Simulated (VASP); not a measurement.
# CrO2: single point with PBEsol

The system is CrO2.

```
CELL_PARAMETERS angstrom
2.85755 0.00000 0.00000
-1.42878 2.47471 0.00000
0.00000 0.00000 4.96642
ATOMIC_POSITIONS crystal
Cr 0.00000 0.00000 0.00000
O 0.33333 0.66667 0.19008
O 0.66667 0.33333 0.80992
```

```json
{"Program": "VASP 6.6.1", "Task": "single point", "Functional": "PBEsol", "Potentials or basis": "VASP PAW PBE potentials, release 64 (Cr_pv, O)", "Cutoff": "520 eV", "k mesh": "12 × 12 × 6", "Occupations": "gaussian, width 0.05 eV", "Spin": "collinear spin, ferromagnetic start", "Starting moments": "[1.87, 0.0, 0.0] μB"}
```

```
Pressure                                              : 0.6 GPa
Largest force                                         : 0.061 eV/Å
Band gap on the k mesh                                : zero (filled and empty bands overlap)
Net moment                                            : 2.00 μB per cell
Site moments                                          : Cr +2.04; O -0.05 μB
Valence electrons inside the program's atomic spheres : Cr 10.97; O 5.00
```

Forces on the atoms (eV/Å):
```
Cr   0.000  0.000  0.000
O    0.000  0.000  0.061
O    0.000  0.000 -0.061
```

Stress tensor (GPa, compression positive):
```
0.74 0.00 0.00
0.00 0.74 0.00
0.00 0.00 0.27
```

Levels at points of the mesh, in eV from the Fermi level:
Spin up:
```
           k point  band 11  band 12  band 13  band 14  band 15  band 16
(0.00, 0.00, 0.00)    -1.77    -1.36    -1.36     0.65     3.72     3.72
(0.50, 0.00, 0.00)    -2.63    -0.78    -0.58    -0.03     3.07     3.58
(0.00, 0.00, 0.50)    -1.79    -1.36    -1.36     0.82     3.74     3.74
(0.50, 0.00, 0.50)    -2.28    -0.82    -0.58    -0.07     3.07     3.54
```
Spin down:
| k point | band 9 | band 10 | band 11 | band 12 | band 13 | band 14 |
| --- | --- | --- | --- | --- | --- | --- |
| (0.00, 0.00, 0.00) | -1.91 | -1.82 | -1.82 | 0.88 | 0.88 | 2.49 |
| (0.50, 0.00, 0.00) | -3.62 | -3.16 | -2.65 | 1.11 | 1.82 | 2.01 |
| (0.00, 0.00, 0.50) | -2.76 | -1.83 | -1.83 | 0.88 | 0.88 | 2.59 |
| (0.50, 0.00, 0.50) | -3.53 | -3.12 | -2.30 | 1.08 | 1.82 | 2.00 |

Wall time 4.9 min on 1 thread of Oxide Virtual Turin-like Processor, on a shared host, peak memory 0.23 GiB.

Caveat: an empty level that is flat over the whole mesh can mark a ghost state of the potentials, or a narrow d or f band; the PAW data sets were made with another functional, which shifts forces and pressure a little; a cell with one magnetic atom can't hold antiferromagnetic order, which such compounds often take; semilocal functionals often make such compounds metallic where correlation or magnetic order opens a gap, which also shifts bond lengths. With open d or f shells a metallic result of PBEsol can be an artefact of self-interaction; +U or a hybrid may open a gap.
